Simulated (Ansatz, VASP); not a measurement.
## One calculation of PPb2, two programs

The input INCAR:

```
SYSTEM = PPb2
ALGO = Normal
EDIFF = 1E-6
ENCUT = 520
GGA = PE
ISIF = 2
ISMEAR = 0
LASPH = .TRUE.
LCHARG = .FALSE.
LREAL = .FALSE.
LWAVE = .FALSE.
NBANDS = 24
NELM = 80
PREC = Accurate
SIGMA = 0.1
```

KPOINTS

```
k-points
0
G
  6 6 6
  0 0 0
```

File POSCAR:

```
PPb2
1.0
    0.0000000000      3.3805275785      3.3805275785
    3.3805275785      0.0000000000      3.3805275785
    3.3805275785      3.3805275785      0.0000000000
P Pb
1 2
Direct
    0.0000000000      0.0000000000      0.0000000000
    0.2500000000      0.2500000000      0.2500000000
    0.7500000000      0.7500000000      0.7500000000
```

Input for Ansatz:

```yaml
crystal:
  lattice:
    - [0.0, 3.3805275785, 3.3805275785]
    - [3.3805275785, 0.0, 3.3805275785]
    - [3.3805275785, 3.3805275785, 0.0]
  atoms:
    - { symbol: P, position: [0.0, 0.0, 0.0] }
    - { symbol: Pb, position: [0.25, 0.25, 0.25] }
    - { symbol: Pb, position: [0.75, 0.75, 0.75] }
basis:
  ecutwfc: 420
kpoints:
  mp_grid: { grid: [6, 6, 6] }
hamiltonian:
  xc: pbe
scf:
  occupations: { method: gaussian, width: 0.1 }
  lower_state_search: "off"
output:
  forces: true
  stress: true
  eigenvalues: true
```

Alike in both runs: task single point; functional PBE; k mesh 6 × 6 × 6; occupations gaussian, width 0.1 eV; no spin polarisation.

|  | VASP | Ansatz |
| --- | --- | --- |
| version | VASP 6.6.1 | Ansatz 0.2.0 |
| potentials or method | VASP PAW PBE potentials, release 64 (P, Pb_d), cutoff 520 eV | scalar-relativistic, plane waves, PAW |
| valence electrons in the cell | 33 | 33 |

|  | VASP | Ansatz | Ansatz less VASP |
| --- | --- | --- | --- |
| gap on the k mesh at the Fermi level (eV) | none | none | - |
| pressure (GPa) | 8.5 | 8.5 | +0.06 |

A gap of «none» marks a metal or a gap that the smearing closes. The functional is the same, so the differences come from potentials, cutoffs and numerics.

Neither program's run includes spin-orbit coupling.
